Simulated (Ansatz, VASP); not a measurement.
## BeTe: VASP beside Ansatz

The input INCAR:

```
PREC = Accurate ; ENCUT = 600
EDIFF = 1E-7 ; ISMEAR = 0
SIGMA = 0.1 ; LREAL = False
LASPH = True ; NELM = 100
ALGO = Normal ; ISIF = 3
LWAVE = False ; LCHARG = False
GGA = PE ; IVDW = 12
IBRION = 2 ; NSW = 90
EDIFFG = -0.04
```

File KPOINTS:

```
regular mesh
0
Gamma
  4 2 4
```

Contents of POSCAR:

```
BeTe
1.0
    3.8831323100      0.0000000000      0.0000000000
    0.0000000000     12.2840603100      0.0000000000
    0.0000000000      0.0000000000      3.8837996100
Be Te
4 4
Direct
    0.0000000000      0.7485911300      0.2671344400
    0.5000000000      0.7514088700      0.7328655600
    0.5000000000      0.2485911300      0.7328655600
    0.0000000000      0.2514088700      0.2671344400
    0.0000000000      0.6392047900      0.7578640800
    0.5000000000      0.8607952100      0.2421359200
    0.5000000000      0.1392047900      0.2421359200
    0.0000000000      0.3607952100      0.7578640800
```

Input for Ansatz:

```yaml
crystal:
  lattice:
    - [3.88313231, 0.0, 0.0]
    - [0.0, 12.28406031, 0.0]
    - [0.0, 0.0, 3.88379961]
  atoms:
    - { symbol: Be, position: [0.0, 0.74859113, 0.26713444] }
    - { symbol: Be, position: [0.5, 0.75140887, 0.73286556] }
    - { symbol: Be, position: [0.5, 0.24859113, 0.73286556] }
    - { symbol: Be, position: [0.0, 0.25140887, 0.26713444] }
    - { symbol: Te, position: [0.0, 0.63920479, 0.75786408] }
    - { symbol: Te, position: [0.5, 0.86079521, 0.24213592] }
    - { symbol: Te, position: [0.5, 0.13920479, 0.24213592] }
    - { symbol: Te, position: [0.0, 0.36079521, 0.75786408] }
basis:
  ecutwfc: 420
kpoints:
  mp_grid: { grid: [4, 2, 4] }
hamiltonian:
  xc: pbe
  dispersion: d3bj
scf:
  occupations: { method: gaussian, width: 0.1 }
  lower_state_search: "off"
output:
  forces: true
  stress: true
  eigenvalues: true
relax:
  adjacent_minimum: "off"
  f_tol: 0.04
  max_steps: 70
  cell: { stress_tol: 0.4 }
```

Alike in both runs: task relaxation of cell and atoms; functional PBE; dispersion D3(BJ); k mesh 4 × 2 × 4; occupations gaussian, width 0.1 eV; no spin polarisation.

```csv
,VASP,Ansatz
version,VASP 6.6.1,Ansatz 0.2.0
potentials or method,"VASP PAW PBE potentials, release 64 (Be, Te), cutoff 600 eV","scalar-relativistic, plane waves, PAW"
valence electrons in the cell,32,72
```

```csv
,VASP,Ansatz,Ansatz less VASP
"gap on the k mesh at the Fermi level, each at its own relaxed structure (eV)",2.13,2.14,+0.006
relaxed volume (Å³/atom),26.75,26.58,-0.169
relaxed cell length with the largest relative difference (Å),14.341,14.257,-0.0843
```

VASP's potentials hold 32 valence electrons a cell and Ansatz's 72, so a difference there can come from the potentials and not from the codes.

Spin-orbit coupling is off throughout. Noted on VASP's run: the volume moved by over 15 % at a fixed basis, so the end points are rough.
